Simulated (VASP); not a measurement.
# Bi2Se3 (Paraguanajuatite) (R-3m) in VASP: notebook

Aim: see how the results for Bi2Se3 (Paraguanajuatite) move with the level of theory and the settings. Levels: PBEsol+D3(BJ), BLYP+D3(BJ), PBE. Tasks: relaxation of cell and atoms, single point.

Program: VASP 6.6.1. These are calculated values, not measurements. Logs are shortened: lines on timing, memory, paths and dates and some standing lists are left out, and cuts for length are marked.

## 1. The cell of the first run

Symmetry: R-3m, No. 166, trigonal system. Conventional cell: a = 4.143 Å, b = 4.143 Å, c = 28.636 Å, α = 90.00°, β = 90.00°, γ = 120.00°. Within 3.8 Å of Bi (site symmetry 3m) lie 6 Se at 2.85 to 3.07 Å. Se (site symmetry 3m) has 3 Bi at 2.85 Å and 3 Se at 3.52 Å within 3.8 Å. Within 4.0 Å of Se (site symmetry -3m) lie 6 Bi at 3.07 Å.

## 2. Relaxation of cell and atoms, PBEsol+D3(BJ)

Input file INCAR:

```
SYSTEM = Bi2Se3
ALGO = Normal
EDIFF = 1E-6
EDIFFG = -0.01
ENCUT = 600
GGA = PS
IBRION = 2
ISIF = 3
ISMEAR = -1
IVDW = 12
LASPH = .TRUE.
LCHARG = .FALSE.
LREAL = .FALSE.
LUSENCCL = .FALSE.
LWAVE = .FALSE.
NELM = 100
NSW = 60
PREC = Accurate
SIGMA = 0.05
```

Input file KPOINTS:

```
k-points
0
G
  8 8 8
  0 0 0
```

Input file POSCAR:

```
Bi2Se3
1.0
    2.0715000000      1.1959810826      9.5453333333
   -2.0715000000      1.1959810826      9.5453333333
    0.0000000000     -2.3919621653      9.5453333333
Bi Se
2 3
Direct
    0.5992000000      0.5992000000      0.5992000000
    0.4008000000      0.4008000000      0.4008000000
    0.7883000000      0.7883000000      0.7883000000
    0.2117000000      0.2117000000      0.2117000000
    0.0000000000      0.0000000000      0.0000000000
```

Potentials or basis: VASP PAW PBE potentials, release 64 (Bi_d, Se).

Command:

```bash
> cat potpaw_PBE.64/Bi_d/POTCAR potpaw_PBE.64/Se/POTCAR > POTCAR
> mpirun -np 1 vasp_std > vasp.out
```

OUTCAR:

```text
SYSTEM = Bi2Se3
   EDIFF = 1E-6
   EDIFFG = -0.01
   ENCUT = 600
   GGA = PS
   IBRION = 2
   ISIF = 3
   ISMEAR = -1
   IVDW = 12
   LASPH = .TRUE.
   LREAL = .FALSE.
   NELM = 100
   NSW = 60
   PREC = Accurate
 IVDW          = 12

 ion  position               nearest neighbor table
   1  0.599  0.599  0.599-   4 2.85   4 2.85   4 2.85   5 3.07   5 3.07   5 3.07
   2  0.401  0.401  0.401-   3 2.85   3 2.85   3 2.85   5 3.07   5 3.07   5 3.07
   3  0.788  0.788  0.788-   2 2.85   2 2.85   2 2.85
   4  0.212  0.212  0.212-   1 2.85   1 2.85   1 2.85
   5  0.000  0.000  0.000-   1 3.07   1 3.07   2 3.07   2 3.07   1 3.07   2 3.07

  LATTYP: Found a trigonal (rhomboedric) cell.
 ALAT       =     9.8404710987
 COS(alpha) =     0.9113725833

  Lattice vectors:

 A1 = (   2.0715000000,   1.1959810826,   9.5453333333)
 A2 = (  -2.0715000000,   1.1959810826,   9.5453333333)
 A3 = (   0.0000000000,  -2.3919621653,   9.5453333333)

Analysis of symmetry for initial positions (statically):
=====================================================================
 Subroutine PRICEL returns:
 Original cell was already a primitive cell.

 Routine SETGRP: Setting up the symmetry group for a
 trigonal (rhombohedral) supercell.

 Subroutine GETGRP returns: Found 12 space group operations
 (whereof 12 operations were pure point group operations)
 out of a pool of 12 trial point group operations.

The static configuration has the point symmetry D_3d.

Analysis of symmetry for dynamics (positions and initial velocities):
=====================================================================
 Subroutine PRICEL returns:
 Original cell was already a primitive cell.

 Routine SETGRP: Setting up the symmetry group for a
 trigonal (rhombohedral) supercell.

 Subroutine GETGRP returns: Found 12 space group operations
 (whereof 12 operations were pure point group operations)
 out of a pool of 12 trial point group operations.

The dynamic configuration has the point symmetry D_3d.

 Subroutine INISYM returns: Found 12 space group operations
 (whereof 12 operations are pure point group operations),
 and found     1 'primitive' translations

----------------------------------------------------------------------------------------

                                     Primitive cell

  volume of cell :     141.8899

  direct lattice vectors                    reciprocal lattice vectors
     2.071500000  1.195981083  9.545333333     0.241370987  0.139355604  0.034921078
    -2.071500000  1.195981083  9.545333333    -0.241370987  0.139355604  0.034921078
     0.000000000 -2.391962165  9.545333333     0.000000000 -0.278711209  0.034921078

  length of vectors
     9.840471099  9.840471099  9.840471099     0.280890405  0.280890405  0.280890405

  position of ions in fractional coordinates (direct lattice)
     0.599200000  0.599200000  0.599200000
     0.400800000  0.400800000  0.400800000
     0.788300000  0.788300000  0.788300000
     0.211700000  0.211700000  0.211700000
     0.000000000  0.000000000  0.000000000

  ion indices of the primitive-cell ions
   primitive index   ion index
                 1           1
                 2           2
                 3           3
                 4           4
                 5           5

----------------------------------------------------------------------------------------

 KPOINTS: k-points

Automatic generation of k-mesh.
 Grid dimensions read from file:
 generate k-points for:    8    8    8

 Generating k-lattice:

  Cartesian coordinates                     Fractional coordinates (reciprocal lattice)
     0.030171373  0.017419451  0.004365135     0.125000000  0.000000000  0.000000000
    -0.030171373  0.017419451  0.004365135     0.000000000  0.125000000  0.000000000
     0.000000000 -0.034838901  0.004365135     0.000000000  0.000000000  0.125000000

  Length of vectors
     0.035111301  0.035111301  0.035111301

  Shift w.r.t. Gamma in fractional coordinates (k-lattice)
     0.000000000  0.000000000  0.000000000

 Subroutine IBZKPT returns following result:
 ===========================================

 Found     65 irreducible k-points:

 Following reciprocal coordinates:
            Coordinates               Weight
  0.000000  0.000000  0.000000      1.000000
  0.125000  0.000000  0.000000      6.000000
  0.250000  0.000000  0.000000      6.000000
  0.375000  0.000000  0.000000      6.000000
  0.500000  0.000000  0.000000      3.000000
  0.125000  0.125000  0.000000      6.000000
[... 16 lines left out ...]
  0.250000  0.125000  0.125000      6.000000
  0.375000  0.125000  0.125000      6.000000
 [... further k-points ...]
   k-points           NKPTS =     65   k-points in BZ     NKDIM =     65   number of bands    NBANDS=     28
   number of dos      NEDOS =    301   number of ions     NIONS =      5
   total plane-waves  NPLWV = 512000
   dimension x,y,z NGX =    80 NGY =   80 NGZ =   80
   dimension x,y,z NGXF=   160 NGYF=  160 NGZF=  160
   ions per type =               2   3
   NGX,Y,Z   is equivalent  to a cutoff of  13.52, 13.52, 13.52 a.u.
   NGXF,Y,Z  is equivalent  to a cutoff of  27.03, 27.03, 27.03 a.u.
 SYSTEM =  Bi2Se3
   PREC   = accura    normal or accurate (medium, high low for compatibility)
   ISTART =      0    job   : 0-new  1-cont  2-samecut
   ICHARG =      2    charge: 1-file 2-atom 10-const
   ISPIN  =      1    spin polarized calculation?
   LNONCOLLINEAR =      F non collinear calculations
   LSORBIT =      F    spin-orbit coupling
   LASPH  =      T    aspherical Exc in radial PAW
   ENCUT  =  600.0 eV  44.10 Ry    6.64 a.u.  19.65 19.65 19.65*2*pi/ulx,y,z
   NELM   =    100;   NELMIN=  2; NELMDL= -5     # of ELM steps
   EDIFF  = 0.1E-05   stopping-criterion for ELM
   LREAL  =      F    real-space projection
   EDIFFG = -.1E-01   stopping-criterion for IOM
   NSW    =     60    number of steps for IOM
   IBRION =      2    ionic relax: 0-MD 1-quasi-New 2-CG
   NFREE  =      1    steps in history (QN), initial steepest desc. (CG)
   ISIF   =      3    stress and relaxation
   ISYM   =      2    0-nonsym 1-usesym 2-fastsym
   POTIM  = 0.5000    time-step for ionic-motion
   TEBEG  =    0.0;   TEEND  =   0.0 temperature during run
   PSTRESS=    0.0 pullay stress
   NELECT =      48.0000    total number of electrons
   NUPDOWN=      -1.0000    fix difference up-down
   EMIN   =  10.00;   EMAX   =-10.00  energy-range for DOS
   EFERMI =   0.00;   METHOD = LEGACY
   ISMEAR =    -1;   SIGMA  =   0.05  broadening in eV -4-tet -1-fermi 0-gaus
   EFERMI_NEDOS =   21; number of points for ismear=-14 and -15
   IALGO  =     38    algorithm
   IMIX   =      4    mixing-type and parameters
     AMIX     =   0.40;   BMIX     =  1.00
     AMIX_MAG =   1.60;   BMIX_MAG =  1.00
  volume/ion in A,a.u.               =      28.38       191.50
  Fermi-wavevector in a.u.,A,eV,Ry     =   1.140700  2.155610 17.703848  1.301196
  Thomas-Fermi vector in A             =   2.277401
   LORBIT       =      0    0 simple, 1 ext, 2 COOP (PROOUT), +10 PAW based schemes
   GGA     = PS    functional components
   LHFCALC =     F    Hartree Fock is set to
   AEXX    =    0.0000 exact exchange contribution
   IVDW    =    12    specifies the selected vdW correction
   LEPSILON=     F    determine dielectric tensor
   LRPA    =     F    only Hartree local field effects (RPA)
 conjugate gradient relaxation of ions
 non-spin polarized calculation
  energy-cutoff  :      600.00
  volume of cell :      141.89
 maximum number of plane-waves:      4758
   NGX = 39   NGY = 39   NGZ = 39

--------------------------------------- Ionic step        1  -------------------------------------------

 number of electron      47.9999997 magnetization

 Free energy of the ion-electron system (eV)
  ---------------------------------------------------
  ext. energy  EPLUGINS =         0.00000000
  ---------------------------------------------------
  free energy    TOTEN  =       -22.04879384 eV

  energy without entropy =      -22.04847535  energy(sigma->0) =      -22.04863460

------------------------ aborting loop because EDIFF is reached ----------------------------------------

 Edisp (eV)   -1.87992

 E8    (eV) :    -1.2677

  FORCE on cell =-STRESS in cart. coord.  units (eV):
  Direction    XX          YY          ZZ          XY          YZ          ZX
  --------------------------------------------------------------------------------------
  -------------------------------------------------------------------------------------
  Total      -2.12030    -2.12030    -2.10385     0.00000     0.00000     0.00000
  in kB     -23.94174   -23.94174   -23.75607     0.00000     0.00000     0.00000
  external pressure =      -23.88 kB  Pullay stress =        0.00 kB
[... 106 lines left out ...]
  FREE ENERGIE OF THE ION-ELECTRON SYSTEM (eV)
  ---------------------------------------------------
  free  energy   TOTEN  =       -23.9730483223 eV

  energy  without entropy=      -23.9726906222  energy(sigma->0) =      -23.97286947

 E-fermi :   5.7211     XC(G=0):  -9.9942

 val. band max:        5.7083128299   @ k =   0.0000   0.0000   0.0000
 cond. band min:       5.7300247961   @ k =   0.0000   0.0000   0.0000
 fundamental gap:      0.0217119662
 Fermi energy:         5.7211341053

 k-point     1 :       0.0000    0.0000    0.0000
  band No.  band energies     occupation
      1     -17.5111      2.00000
      2     -17.5111      2.00000
      3     -17.5087      2.00000
      4     -17.5087      2.00000
      5     -17.4965      2.00000
      6     -17.4931      2.00000
[... 733 lines left out ...]
     27       7.4325      0.00000
     28       8.4700      0.00000

 [... further k-points ...]

[... ionic steps 4 to 13 ...]

--------------------------------------- Ionic step       14  -------------------------------------------

 number of electron      47.9999997 magnetization

------------------------ aborting loop because EDIFF is reached ----------------------------------------

 Edisp (eV)   -2.00551

 E8    (eV) :    -1.3520
[... 75 lines left out ...]
  energy  without entropy=      -24.0049450590  energy(sigma->0) =      -24.00511170

--------------------------------------- Ionic step       16  -------------------------------------------

 number of electron      47.9999997 magnetization

 Free energy of the ion-electron system (eV)
  ---------------------------------------------------
  ext. energy  EPLUGINS =         0.00000000
  ---------------------------------------------------
  free energy    TOTEN  =       -22.00032236 eV

  energy without entropy =      -21.99998589  energy(sigma->0) =      -22.00015412

 E-fermi :   5.7431     XC(G=0): -10.0069

 val. band max:        5.7240575392   @ k =   0.0000   0.0000   0.0000
 cond. band min:       5.7571126418   @ k =   0.0000   0.0000   0.0000
 fundamental gap:      0.0330551026
 Fermi energy:         5.7430823713

 k-point     1 :       0.0000    0.0000    0.0000
  band No.  band energies     occupation
      1     -17.4795      2.00000
      2     -17.4795      2.00000
      3     -17.4770      2.00000
      4     -17.4770      2.00000
      5     -17.4651      2.00000
      6     -17.4617      2.00000
[... 733 lines left out ...]
     27       7.4610      0.00000
     28       8.4919      0.00000

 [... further k-points ...]

------------------------ aborting loop because EDIFF is reached ----------------------------------------

 Edisp (eV)   -2.00508

 E8    (eV) :    -1.3517

  FORCE on cell =-STRESS in cart. coord.  units (eV):
  Direction    XX          YY          ZZ          XY          YZ          ZX
  --------------------------------------------------------------------------------------
  -------------------------------------------------------------------------------------
  Total       0.01832     0.01832    -0.02042     0.00000     0.00000     0.00000
  in kB       0.22053     0.22053    -0.24587     0.00000     0.00000     0.00000
  external pressure =        0.07 kB  Pullay stress =        0.00 kB
[... 20 lines left out ...]
  FREE ENERGIE OF THE ION-ELECTRON SYSTEM (eV)
  ---------------------------------------------------
  free  energy   TOTEN  =       -24.0053988326 eV

  energy  without entropy=      -24.0050623626  energy(sigma->0) =      -24.00523060

 reached required accuracy - stopping structural energy minimisation
```

Wall time 28 min (1 × NVIDIA H100 80GB with 1 thread of AMD EPYC 7R13 (Zen 3), shared host); peak memory 1.9 GiB.

What came out:

- Free energy: -24.0054 eV
- Relaxed volume: 26.61 Å³/atom
- Relaxed cell: a = 9.520 Å, b = 9.520 Å, c = 9.520 Å, α = 24.76°, β = 24.76°, γ = 24.76°
- Space group after relaxing (to 0.05 Å): R-3m (No. 166)
- Energy gained by relaxing: 15.3 meV/atom
- Ionic steps: 16
- Pressure after relaxing: 0.0 GPa
- Largest force after relaxing: 0.008 eV/Å
- Band gap on the k mesh: 0.03 eV, direct
- Dispersion energy per atom: -0.401 eV

Forces in eV/Å, atoms in the order of the input:
```
Bi   0.000  0.000  0.008
Bi   0.000  0.000 -0.008
Se   0.000  0.000 -0.004
Se   0.000  0.000  0.004
Se   0.000  0.000  0.000
```

Step by step:
```tsv
step	energy change (eV)	largest force (eV/Å)	pressure (GPa)	volume (Å³)
1	0.0000	0.1640	-2.39	141.89
2	-0.0309	0.5188	1.68	133.38
3	-0.0443	0.3563	0.10	136.29
4	-0.0558	0.2108	0.05	135.65
5	-0.0584	0.1591	0.01	135.14
6	-0.0619	0.1468	-0.06	135.04
7	-0.0698	0.1114	-0.29	134.73
8	-0.0735	0.1078	-0.66	134.12
9	-0.0742	0.0685	-0.56	134.30
10	-0.0763	0.0249	-0.15	133.42
11	-0.0765	0.0088	-0.01	133.11
12	-0.0765	0.0084	0.00	133.08
13	-0.0765	0.0123	0.01	133.02
14	-0.0765	0.0086	0.03	133.05
15	-0.0766	0.0086	0.02	133.05
16	-0.0767	0.0079	0.01	133.07
```

Final structure:
```
CELL_PARAMETERS angstrom
2.04078 1.17824 9.22385
-2.04078 1.17824 9.22385
0.00000 -2.35649 9.22385
ATOMIC_POSITIONS crystal
Bi 0.59808 0.59808 0.59808
Bi 0.40192 0.40192 0.40192
Se 0.79234 0.79234 0.79234
Se 0.20766 0.20766 0.20766
Se 0.00000 0.00000 0.00000
```

Caveat: the PAW data sets were made with another functional, which shifts forces and pressure a little; spin-orbit coupling is left out, which moves the levels of the heavy elements. A k mesh can miss the band edges.

## 3. Relaxation of cell and atoms, BLYP+D3(BJ)

Input file INCAR:

```
AGGAC = 1.0 ; AGGAX = 1.0
ALDAC = 0.0 ; ALDAX = 1.0
ALGO = Normal ; EDIFF = 1E-6
EDIFFG = -0.01 ; ENCUT = 600
GGA = B5 ; IBRION = 2
ISIF = 3 ; ISMEAR = -1
IVDW = 12 ; LASPH = T
LCHARG = F ; LREAL = F
LUSENCCL = F ; LWAVE = F
NELM = 60 ; NSW = 60
PREC = Accurate ; SIGMA = 0.05
VDW_A1 = 0.4298 ; VDW_A2 = 4.2359
VDW_S6 = 1.0 ; VDW_S8 = 2.6996
```

Input file KPOINTS:

```
k-points
0
Gamma
  8 8 8
```

POSCAR is that of step 2.

Potentials or basis: VASP PAW PBE potentials, release 64 (Bi_d, Se).

Command:

```bash
> cat potpaw_PBE.64/Bi_d/POTCAR potpaw_PBE.64/Se/POTCAR > POTCAR
> mpirun -np 1 vasp_std > vasp.out
```

Wall time 32 min (1 × NVIDIA H100 80GB with 1 thread of AMD EPYC 7R13 (Zen 3), shared host); peak memory 1.9 GiB.

Results (log left out):

- Free energy: -21.7676 eV
- Relaxed volume: 28.35 Å³/atom
- Relaxed cell: a = 9.665 Å, b = 9.665 Å, c = 9.665 Å, α = 24.99°, β = 24.99°, γ = 24.99°
- Space group after relaxing (to 0.05 Å): R-3m (No. 166)
- Energy gained by relaxing: 5.7 meV/atom
- Ionic steps: 15
- Pressure after relaxing: 0.0 GPa
- Band gap on the k mesh: 0.15 eV, direct
- Dispersion energy per atom: -0.929 eV

Step by step:
```tsv
step	energy change (eV)	largest force (eV/Å)	pressure (GPa)	volume (Å³)
1	0.0000	0.3615	1.05	141.89
2	-0.0088	0.0912	-0.95	145.73
3	-0.0131	0.1272	-0.24	144.31
4	-0.0163	0.1037	-0.17	143.81
5	-0.0200	0.1783	0.10	142.37
6	-0.0227	0.1504	0.07	142.27
7	-0.0270	0.0694	-0.06	141.97
8	-0.0271	0.0536	-0.08	141.90
9	-0.0280	0.0347	0.14	141.42
10	-0.0280	0.0349	0.16	141.42
11	-0.0283	0.0204	-0.06	141.86
12	-0.0283	0.0151	-0.02	141.73
13	-0.0283	0.0151	-0.01	141.72
14	-0.0283	0.0175	0.01	141.72
15	-0.0284	0.0017	-0.03	141.73
```

Final structure:
```
CELL_PARAMETERS angstrom
2.09089 1.20717 9.35877
-2.09089 1.20717 9.35877
0.00000 -2.41435 9.35877
ATOMIC_POSITIONS crystal
Bi 0.59811 0.59811 0.59811
Bi 0.40189 0.40189 0.40189
Se 0.79115 0.79115 0.79115
Se 0.20885 0.20885 0.20885
Se 0.00000 0.00000 0.00000
```

Levels at points of the mesh, in eV from the valence-band top:
| k point | band 20 | band 21 | band 22 | band 23 | band 24 | band 25 | band 26 | band 27 | band 28 |
| --- | --- | --- | --- | --- | --- | --- | --- | --- | --- |
| (0.00, 0.00, 0.00) | -1.94 | -1.94 | -1.24 | -1.24 | 0.00 | 0.15 | 1.19 | 1.19 | 2.09 |
| (0.50, 0.00, 0.00) | -3.10 | -3.07 | -2.26 | -1.21 | -0.48 | 0.77 | 1.69 | 2.98 | 3.15 |
| (0.50, 0.50, 0.00) | -2.48 | -1.98 | -1.84 | -1.77 | -0.88 | 1.34 | 1.95 | 2.50 | 2.88 |
| (0.50, 0.50, 0.50) | -1.63 | -1.63 | -1.49 | -1.49 | -0.55 | 0.73 | 1.60 | 1.60 | 1.92 |

Caveat: the PAW data sets were made with another functional, which shifts forces and pressure a little; spin-orbit coupling is left out, which moves the levels of the heavy elements. A k mesh can miss the band edges.

(Continued in part 2 of 2.)
